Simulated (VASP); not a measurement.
Al, 5 atoms in the cell. The cell holds a slab with vacuum, 5 atoms: a = 2.857 Å, b = 2.857 Å, c = 24.331 Å, α = 90.00°, β = 90.00°, γ = 120.00°. 

| Quantity | Value |
| --- | --- |
| Program | VASP 6.6.1 |
| Task | single point |
| Functional | PBE |
| Potentials or basis | VASP PAW PBE potentials, release 64 (Al) |
| Cutoff | 520 eV |
| k mesh | 12 × 12 × 1 |
| Occupations | gaussian, width 0.5 eV |
| Spin | no spin polarisation |
| Dipole correction | yes |
| Further INCAR settings | ALGO = Normal; EDIFF = 1e-06; NBANDS = 16 |

Potentials or basis: VASP PAW PBE potentials, release 64 (Al).

The run is started by

```bash
$ cat potpaw_PBE.64/Al/POTCAR > POTCAR
$ mpirun -np 1 vasp_std > vasp.out
```

Hardware: 1 thread of Intel(R) Xeon(R) 6975P-C (Granite Rapids) (shared host).

Question: Estimate the wall time of this run.

Answer: It took 36 s on 1 thread of Intel(R) Xeon(R) 6975P-C (Granite Rapids) (shared host), peak memory 0.31 GiB. Counts: scf iterations 21, k points 19.
